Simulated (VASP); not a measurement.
# K3H (I4/mmm) in VASP: a series of runs

Runs on K3H. Level: PBE. Tasks: single point, relaxation of cell and atoms.

Everything below comes from runs of VASP 6.6.1. Logs are shortened: lines on timing, memory, paths and dates and some standing lists are left out, and cuts for length are marked.

### Step 1. The cell of the first run

Symmetry: I4/mmm, No. 139, tetragonal system. The conventional cell has a = 4.707 Å, b = 4.707 Å, c = 10.515 Å, α = 90.00°, β = 90.00°, γ = 90.00°. Within 4.4 Å of K (site symmetry 4/mmm) lie 4 H at 3.33 Å and 8 K at 3.53 Å. Within 4.4 Å of K (site symmetry -4m2) lie 8 K at 3.33 to 3.53 Å and 4 H at 3.53 Å. H (site symmetry 4/mmm) has 12 K at 3.33 to 3.53 Å within 4.4 Å.

### Step 2. Single point, PBE

File INCAR:

```
PREC = Accurate
ENCUT = 520
EDIFF = 1E-6
ISMEAR = 0
SIGMA = 0.1
LREAL = False
LASPH = True
NELM = 100
ALGO = Normal
ISIF = 2
LWAVE = False
LCHARG = True
GGA = PE
LELF = True
LVHAR = True
NBANDS = 22
```

File KPOINTS:

```
Automatic mesh
0
Gamma
  6 6 6
```

File POSCAR:

```
K3H
1.0
   -2.3536125490      2.3536125490      5.2574202393
    2.3536125490     -2.3536125490      5.2574202393
    2.3536125490      2.3536125490     -5.2574202393
K H
3 1
Direct
    0.5000000000      0.5000000000      0.0000000000
    0.2500000000      0.7500000000      0.5000000000
    0.7500000000      0.2500000000      0.5000000000
    0.0000000000      0.0000000000      0.0000000000
```

Potentials or basis: VASP PAW PBE potentials, release 64 (K_sv, H).

Command:

```
> cat potpaw_PBE.64/K_sv/POTCAR potpaw_PBE.64/H/POTCAR > POTCAR
> mpirun -np 1 vasp_std > vasp.out
```

OUTCAR:

```text
PREC = Accurate
   ENCUT = 520
   EDIFF = 1E-6
   ISMEAR = 0
   LREAL = False
   LASPH = True
   NELM = 100
   ISIF = 2
   GGA = PE

 ion  position               nearest neighbor table
   1  0.500  0.500  0.000-   2 3.53   3 3.53   2 3.53   3 3.53   2 3.53   3 3.53   2 3.53   3 3.53

   2  0.250  0.750  0.500-   3 3.33   3 3.33   3 3.33   3 3.33   1 3.53   1 3.53   1 3.53   1 3.53

   3  0.750  0.250  0.500-   2 3.33   2 3.33   2 3.33   2 3.33   1 3.53   1 3.53   1 3.53   1 3.53

   4  0.000  0.000  0.000-

  LATTYP: Found a body centered tetragonal cell.
 ALAT       =     4.7072250980
 C/A-ratio  =     2.2337662338

  Lattice vectors:

 A1 = (  -2.3536125490,   2.3536125490,   5.2574202393)
 A2 = (   2.3536125490,  -2.3536125490,   5.2574202393)
 A3 = (   2.3536125490,   2.3536125490,  -5.2574202393)

Analysis of symmetry for initial positions (statically):
=====================================================================
 Subroutine PRICEL returns:
 Original cell was already a primitive cell.

 Routine SETGRP: Setting up the symmetry group for a
 body centered tetragonal supercell.

 Subroutine GETGRP returns: Found 16 space group operations
 (whereof 16 operations were pure point group operations)
 out of a pool of 16 trial point group operations.

The static configuration has the point symmetry D_4h.

Analysis of symmetry for dynamics (positions and initial velocities):
=====================================================================
 Subroutine PRICEL returns:
 Original cell was already a primitive cell.

 Routine SETGRP: Setting up the symmetry group for a
 body centered tetragonal supercell.

 Subroutine GETGRP returns: Found 16 space group operations
 (whereof 16 operations were pure point group operations)
 out of a pool of 16 trial point group operations.

The dynamic configuration has the point symmetry D_4h.

 Subroutine INISYM returns: Found 16 space group operations
 (whereof 16 operations are pure point group operations),
 and found     1 'primitive' translations

----------------------------------------------------------------------------------------

                                     Primitive cell

  volume of cell :     116.4938

  direct lattice vectors                    reciprocal lattice vectors
    -2.353612549  2.353612549  5.257420239     0.000000000  0.212439384  0.095103678
     2.353612549 -2.353612549  5.257420239     0.212439384  0.000000000  0.095103678
     2.353612549  2.353612549 -5.257420239     0.212439384  0.212439384  0.000000000

  length of vectors
     6.222495611  6.222495611  6.222495611     0.232755669  0.232755669  0.300434658

  position of ions in fractional coordinates (direct lattice)
     0.500000000  0.500000000  0.000000000
     0.250000000  0.750000000  0.500000000
     0.750000000  0.250000000  0.500000000
     0.000000000  0.000000000  0.000000000

  ion indices of the primitive-cell ions
   primitive index   ion index
                 1           1
                 2           2
                 3           3
                 4           4

----------------------------------------------------------------------------------------

 KPOINTS: Automatic mesh

Automatic generation of k-mesh.
 Grid dimensions read from file:
 generate k-points for:    6    6    6

 Generating k-lattice:

  Cartesian coordinates                     Fractional coordinates (reciprocal lattice)
     0.000000000  0.035406564  0.015850613     0.166666667  0.000000000  0.000000000
     0.035406564  0.000000000  0.015850613     0.000000000  0.166666667  0.000000000
     0.035406564  0.035406564  0.000000000     0.000000000  0.000000000  0.166666667

  Length of vectors
     0.038792611  0.038792611  0.050072443

  Shift w.r.t. Gamma in fractional coordinates (k-lattice)
     0.000000000  0.000000000  0.000000000

 Subroutine IBZKPT returns following result:
 ===========================================

 Found     30 irreducible k-points:

 Following reciprocal coordinates:
            Coordinates               Weight
  0.000000  0.000000  0.000000      1.000000
  0.166667  0.000000 -0.000000      8.000000
  0.333333  0.000000 -0.000000      8.000000
  0.500000  0.000000 -0.000000      4.000000
  0.166667  0.166667 -0.000000      8.000000
  0.333333  0.166667 -0.000000     16.000000
[... 16 lines left out ...]
 -0.333333 -0.333333  0.166667      8.000000
 -0.166667 -0.333333  0.166667      8.000000
 [... further k-points ...]
   k-points           NKPTS =     30   k-points in BZ     NKDIM =     30   number of bands    NBANDS=     22
   number of dos      NEDOS =    301   number of ions     NIONS =      4
   total plane-waves  NPLWV = 110592
   dimension x,y,z NGX =    48 NGY =   48 NGZ =   48
   dimension x,y,z NGXF=    96 NGYF=   96 NGZF=   96
   ions per type =               3   1
   NGX,Y,Z   is equivalent  to a cutoff of  12.82, 12.82, 12.82 a.u.
   NGXF,Y,Z  is equivalent  to a cutoff of  25.65, 25.65, 25.65 a.u.
 SYSTEM =  unknown system
   PREC   = accura    normal or accurate (medium, high low for compatibility)
   ISTART =      0    job   : 0-new  1-cont  2-samecut
   ICHARG =      2    charge: 1-file 2-atom 10-const
   ISPIN  =      1    spin polarized calculation?
   LNONCOLLINEAR =      F non collinear calculations
   LSORBIT =      F    spin-orbit coupling
   LASPH  =      T    aspherical Exc in radial PAW
   ENCUT  =  520.0 eV  38.22 Ry    6.18 a.u.  11.57 11.57 11.57*2*pi/ulx,y,z
   NELM   =    100;   NELMIN=  2; NELMDL= -5     # of ELM steps
   EDIFF  = 0.1E-05   stopping-criterion for ELM
   LREAL  =      F    real-space projection
   EDIFFG = 0.1E-04   stopping-criterion for IOM
   NSW    =      0    number of steps for IOM
   IBRION =     -1    ionic relax: 0-MD 1-quasi-New 2-CG
   NFREE  =      0    steps in history (QN), initial steepest desc. (CG)
   ISIF   =      2    stress and relaxation
   ISYM   =      2    0-nonsym 1-usesym 2-fastsym
   POTIM  = 0.5000    time-step for ionic-motion
   TEBEG  =    0.0;   TEEND  =   0.0 temperature during run
   PSTRESS=    0.0 pullay stress
   NELECT =      28.0000    total number of electrons
   NUPDOWN=      -1.0000    fix difference up-down
   EMIN   =  10.00;   EMAX   =-10.00  energy-range for DOS
   EFERMI =   0.00;   METHOD = LEGACY
[... 11 lines left out ...]
   LHFCALC =     F    Hartree Fock is set to
   AEXX    =    0.0000 exact exchange contribution
   IVDW    =     0    specifies the selected vdW correction
   LEPSILON=     F    determine dielectric tensor
   LRPA    =     F    only Hartree local field effects (RPA)
 non-spin polarized calculation
 Gauss-broadening in eV      SIGMA  =   0.10
  energy-cutoff  :      520.00
  volume of cell :      116.49
 maximum number of plane-waves:      3164
 NGX is ok and might be reduce to    48
   NGX = 23   NGY = 23   NGZ = 23

 number of electron      27.9999999 magnetization

 Free energy of the ion-electron system (eV)
  ---------------------------------------------------
  ext. energy  EPLUGINS =         0.00000000
  ---------------------------------------------------
  free energy    TOTEN  =        -4.15517442 eV

  energy without entropy =       -4.14702235  energy(sigma->0) =       -4.15109839

 E-fermi :   2.0278     XC(G=0):  -7.6061

 val. band max:        1.9800245565   @ k =   0.5000   0.5000   0.1667
 cond. band min:       2.0775322963   @ k =  -0.3333   0.5000   0.3333
 fundamental gap:      0.0975077398
 Fermi energy:         2.0277771926

 k-point     1 :       0.0000    0.0000    0.0000
  band No.  band energies     occupation
      1     -30.6785      2.00000
      2     -30.4893      2.00000
      3     -30.4059      2.00000
      4     -14.4502      2.00000
      5     -14.4338      2.00000
      6     -14.4338      2.00000
[... 14 lines left out ...]
     21       4.8622      0.00000
     22       5.5946      0.00000

 k-point     2 :       0.1667    0.0000   -0.0000
  band No.  band energies     occupation
      1     -30.6645      2.00000
      2     -30.5007      2.00000
      3     -30.4081      2.00000
      4     -14.4687      2.00000
      5     -14.3966      2.00000
      6     -14.3576      2.00000
[... 14 lines left out ...]
     21       5.1743      0.00000
     22       5.5945      0.00000

 k-point     3 :       0.3333    0.0000   -0.0000
  band No.  band energies     occupation
      1     -30.6272      2.00000
      2     -30.5325      2.00000
      3     -30.4127      2.00000
      4     -14.4172      2.00000
      5     -14.2947      2.00000
      6     -14.2741      2.00000
[... 14 lines left out ...]
     21       5.5091      0.00000
     22       5.6848      0.00000

 k-point     4 :       0.5000    0.0000   -0.0000
  band No.  band energies     occupation
      1     -30.5818      2.00000
      2     -30.5750      2.00000
      3     -30.4152      2.00000
      4     -14.3548      2.00000
      5     -14.2213      2.00000
      6     -14.1798      2.00000
[... 14 lines left out ...]
     21       5.8112      0.00000
     22       5.8562      0.00000

 k-point     5 :       0.1667    0.1667   -0.0000
  band No.  band energies     occupation
      1     -30.6505      2.00000
      2     -30.5105      2.00000
      3     -30.4118      2.00000
      4     -14.5181      2.00000
      5     -14.3446      2.00000
      6     -14.2799      2.00000
[... 14 lines left out ...]
     21       5.2585      0.00000
     22       5.7725      0.00000

 k-point     6 :       0.3333    0.1667   -0.0000
  band No.  band energies     occupation
      1     -30.6172      2.00000
      2     -30.5380      2.00000
      3     -30.4163      2.00000
      4     -14.5109      2.00000
      5     -14.3261      2.00000
      6     -14.1946      2.00000
[... 14 lines left out ...]
     21       5.4890      0.00000
     22       5.9393      0.00000

 k-point     7 :       0.5000    0.1667   -0.0000
  band No.  band energies     occupation
      1     -30.5797      2.00000
      2     -30.5745      2.00000
      3     -30.4166      2.00000
      4     -14.4693      2.00000
      5     -14.3699      2.00000
      6     -14.2438      2.00000
[... 324 lines left out ...]
      6     -14.2609      2.00000
[... 14 lines left out ...]
     21       5.4112      0.00000
     22       5.4621      0.00000

 k-point    21 :      -0.3333    0.5000    0.1667
  band No.  band energies     occupation
      1     -30.6126      2.00000
      2     -30.5387      2.00000
      3     -30.4204      2.00000
      4     -14.4857      2.00000
      5     -14.3290      2.00000
      6     -14.2245      2.00000
[... 14 lines left out ...]
     21       5.5717      0.00000
     22       5.8959      0.00000

 k-point    22 :      -0.1667    0.5000    0.1667
  band No.  band energies     occupation
      1     -30.6212      2.00000
      2     -30.5339      2.00000
      3     -30.4176      2.00000
      4     -14.3564      2.00000
      5     -14.3191      2.00000
      6     -14.2991      2.00000
[... 14 lines left out ...]
     21       5.7500      0.00000
     22       5.7769      0.00000

 k-point    23 :      -0.3333   -0.3333    0.1667
  band No.  band energies     occupation
      1     -30.6434      2.00000
      2     -30.5107      2.00000
      3     -30.4192      2.00000
      4     -14.5039      2.00000
      5     -14.3048      2.00000
      6     -14.3035      2.00000
[... 14 lines left out ...]
     21       5.5134      0.00000
     22       6.0604      0.00000

 k-point    24 :      -0.1667   -0.3333    0.1667
  band No.  band energies     occupation
      1     -30.6579      2.00000
      2     -30.5009      2.00000
      3     -30.4149      2.00000
      4     -14.4392      2.00000
      5     -14.4179      2.00000
      6     -14.3434      2.00000
[... 14 lines left out ...]
     21       5.2825      0.00000
     22       5.8917      0.00000

 [... further k-points ...]

------------------------ aborting loop because EDIFF is reached ----------------------------------------

  FORCE on cell =-STRESS in cart. coord.  units (eV):
  Direction    XX          YY          ZZ          XY          YZ          ZX
  --------------------------------------------------------------------------------------
  -------------------------------------------------------------------------------------
  Total        4.4886584      4.4886584      4.3122860      0.0000000      0.0000000      0.0000000
  in kB       61.7340127     61.7340127     59.3083050      0.0000000      0.0000000      0.0000000
  external PRESSURE =      60.9254435 kB  Pullay stress =       0.0000000 kB

 VOLUME and BASIS-vectors are now :
 -----------------------------------------------------------------------------
  energy-cutoff  :      520.00
  volume of cell :      116.49
      direct lattice vectors                 reciprocal lattice vectors
    -2.353612549  2.353612549  5.257420239     0.000000000  0.212439384  0.095103678
     2.353612549 -2.353612549  5.257420239     0.212439384  0.000000000  0.095103678
     2.353612549  2.353612549 -5.257420239     0.212439384  0.212439384  0.000000000

 POSITION                                       TOTAL-FORCE (eV/Angst)
 -----------------------------------------------------------------------------------
      0.00000      0.00000      5.25742         0.000000     -0.000000      0.000000
      2.35361      0.00000      2.62871        -0.000000      0.000000     -0.000000
      0.00000      2.35361      2.62871         0.000000     -0.000000     -0.000000
      0.00000      0.00000      0.00000         0.000000     -0.000000      0.000000
 -----------------------------------------------------------------------------------
    total drift:                                0.000000     -0.000000      0.000000

  FREE ENERGIE OF THE ION-ELECTRON SYSTEM (eV)
  ---------------------------------------------------
  free  energy   TOTEN  =        -4.1551744231 eV

  energy  without entropy=       -4.1470223471  energy(sigma->0) =       -4.15109839
```

Wall time 3 min (1 thread of Oxide Virtual Turin-like, shared host); peak memory 0.3 GiB.

What came out:

```yaml
Free_energy: -4.1552 eV
Pressure: 6.1 GPa
Band_gap_on_the_k_mesh: zero (bands 14 and 15 overlap by 0.79 eV)
```

Levels at points of the mesh, in eV from the Fermi level:
| k point | band 12 | band 13 | band 14 | band 15 | band 16 | band 17 |
| --- | --- | --- | --- | --- | --- | --- |
| (0.00, 0.00, 0.00) | -15.77 | -4.20 | -0.70 | 0.51 | 2.35 | 2.42 |
| (0.50, 0.00, 0.00) | -15.78 | -3.15 | -0.85 | 0.92 | 0.97 | 1.82 |
| (0.50, 0.50, 0.00) | -15.74 | -3.03 | 0.44 | 0.61 | 0.92 | 1.90 |
| (0.50, 0.50, 0.50) | -15.82 | -3.51 | -1.61 | -0.09 | 1.66 | 2.21 |

Caveat: the cell stands under pressure.

### Step 3. Single point, PBE

This run uses another cell than the first one, of 51.28 Å³/atom.

File INCAR:

```
ALGO     = Fast           # electronic algorithm
EDIFF    = 1E-6           # SCF threshold, eV
ENCUT    = 520            # plane-wave cutoff, eV
GGA      = PE             # functional
ISIF     = 2              # what is computed and relaxed
ISMEAR   = 0              # smearing method
LASPH    = True           # aspherical terms in the spheres
LCHARG   = False          # write CHGCAR
LREAL    = False          # projectors in reciprocal space
LWAVE    = False          # write WAVECAR
NBANDS   = 22             # bands
NELM     = 60             # most SCF steps
PREC     = Accurate       # precision mode
SIGMA    = 0.1            # smearing width, eV
```

File KPOINTS:

```
k-points
0
Gamma
  6 6 6
```

File POSCAR:

```
K3H
1.0
   -2.7319379470      2.7319379470      6.8709819363
    2.7319379470     -2.7319379470      6.8709819363
    2.7319379470      2.7319379470     -6.8709819363
K H
3 1
Direct
    0.5000000000      0.5000000000      0.0000000000
    0.2500000000      0.7500000000      0.5000000000
    0.7500000000      0.2500000000      0.5000000000
    0.0000000000      0.0000000000      0.0000000000
```

Potentials or basis: VASP PAW PBE potentials, release 64 (K_sv, H).

Command:

```
> cat potpaw_PBE.64/K_sv/POTCAR potpaw_PBE.64/H/POTCAR > POTCAR
> mpirun -np 1 vasp_std > vasp.out
```

It took 12 min on 1 thread of Oxide Virtual Turin-like, shared host; peak memory 0.49 GiB.

It converged, with:

```
Free energy            : -5.2334 eV
Pressure               : -0.1 GPa
Band gap on the k mesh : zero (bands 14 and 15 overlap by 0.53 eV)
```

Stress tensor (GPa, compression positive):
```
-0.09  0.00  0.00
 0.00 -0.09  0.00
 0.00  0.00  0.00
```

Levels at points of the mesh, in eV from the Fermi level:
| k point | band 12 | band 13 | band 14 | band 15 | band 16 | band 17 |
| --- | --- | --- | --- | --- | --- | --- |
| (0.00, 0.00, 0.00) | -15.66 | -2.57 | -0.57 | 1.09 | 1.58 | 2.21 |
| (0.50, 0.00, 0.00) | -15.67 | -1.70 | -0.63 | 0.19 | 1.07 | 2.36 |
| (0.50, 0.50, 0.00) | -15.66 | -1.47 | 0.47 | 0.62 | 0.96 | 1.05 |
| (0.50, 0.50, 0.50) | -15.67 | -2.03 | -1.50 | 0.59 | 2.22 | 2.51 |

### Step 4. Relaxation of cell and atoms, PBE

File INCAR:

```
SYSTEM = K3H
PREC = Accurate
ENCUT = 600
EDIFF = 1E-6
ISMEAR = 0
SIGMA = 0.1
LREAL = .False.
LASPH = .True.
NELM = 60
ALGO = Normal
ISIF = 3
LWAVE = .False.
LCHARG = .False.
GGA = PE
IBRION = 2
NSW = 90
EDIFFG = -0.04
```

File KPOINTS:

```
regular mesh
0
Gamma
  6 6 6
  0 0 0
```

File POSCAR:

```
K3H
1.0
   -2.3536125490      2.3536125490      5.2574202393
    2.3536125490     -2.3536125490      5.2574202393
    2.3536125490      2.3536125490     -5.2574202393
K H
3 1
Direct
    0.5000000000      0.5000000000      0.0000000000
    0.2500000000      0.7500000000      0.5000000000
    0.7500000000      0.2500000000      0.5000000000
    0.0000000000      0.0000000000      0.0000000000
```

Command:

```
> cat potpaw_PBE.64/K_sv/POTCAR potpaw_PBE.64/H/POTCAR > POTCAR
> mpirun -np 1 vasp_std > vasp.out
```

Wall time 23 min (1 thread of Oxide Virtual Turin-like, shared host); peak memory 0.37 GiB.

The run converged. Its results:

- Free energy: -5.2154 eV
- Relaxed volume: 50.19 Å³/atom
- Relaxed cell: a = 7.750 Å, b = 7.750 Å, c = 7.750 Å, α = 138.69°, β = 138.69°, γ = 59.84°
- Space group after relaxing (to 0.1 Å): I4/mmm (No. 139)
- Energy gained by relaxing: 264.9 meV/atom
- Ionic steps: 9
- Pressure after relaxing: 0.0 GPa
- Band gap on the k mesh: zero (bands 14 and 15 overlap by 0.54 eV)

Stress tensor (GPa, compression positive):
```
-0.05  0.00  0.00
 0.00 -0.05  0.00
 0.00  0.00  0.07
```

Step by step:
```tsv
step	energy change (eV)	largest force (eV/Å)	pressure (GPa)	volume (Å³)
1	0.0000	0.0000	6.13	116.49
2	-0.5669	0.0000	3.28	136.31
3	-0.9886	0.0000	0.71	174.27
4	-1.0313	0.0000	0.18	190.44
5	-1.0350	0.0000	0.01	197.18
6	-1.0348	0.0000	-0.03	199.09
7	-1.0386	0.0000	-0.04	199.32
8	-1.0482	0.0000	-0.03	199.92
9	-1.0597	0.0000	-0.01	200.75
```

Final structure:
```
CELL_PARAMETERS angstrom
-2.73344 2.73344 6.71692
2.73344 -2.73344 6.71692
2.73344 2.73344 -6.71692
ATOMIC_POSITIONS crystal
K 0.50000 0.50000 0.00000
K 0.25000 0.75000 0.50000
K 0.75000 0.25000 0.50000
H 0.00000 0.00000 0.00000
```

Levels at points of the mesh, in eV from the Fermi level:
```tsv
k point	band 12	band 13	band 14	band 15	band 16	band 17
(0.00, 0.00, 0.00)	-15.66	-2.61	-0.53	1.14	1.66	2.22
(0.50, 0.00, 0.00)	-15.66	-1.74	-0.64	0.23	1.10	2.36
(0.50, 0.50, 0.00)	-15.66	-1.51	0.46	0.60	0.96	1.08
(0.50, 0.50, 0.50)	-15.66	-2.06	-1.47	0.57	2.30	2.45
```

Caveat: the volume moved by over 15 % at a fixed basis, so the end points are rough.

### Step 5. Overview

| task | cell | cutoff (eV) | gap on the mesh (eV) | pressure (GPa) |
| --- | --- | --- | --- | --- |
| single point | a = 6.222 Å, angles 135.6, 135.6, 64.7°, 4 atoms | 520 | none | 6.1 |
| single point | a = 7.883 Å, angles 139.4, 139.4, 58.7°, 4 atoms | 520 | none | -0.1 |
| relaxation of cell and atoms | relaxed from a = 6.222 Å, angles 135.6, 135.6, 64.7°, 4 atoms | 600 | none | 0.0 |

Alike in all rows: level PBE; potentials or basis VASP PAW PBE potentials, release 64 (K_sv, H); no spin polarisation; k mesh 6 × 6 × 6; smearing gaussian 0.1 eV.

Caveats: the cell stands under pressure (at least some runs); the volume moved by over 15 % at a fixed basis, so the end points are rough (at least some runs).

Total energies depend on the potentials used, so only differences within one code and one set of settings carry meaning.

The gap in the log of VASP goes by the Fermi energy; the results here count the filled bands.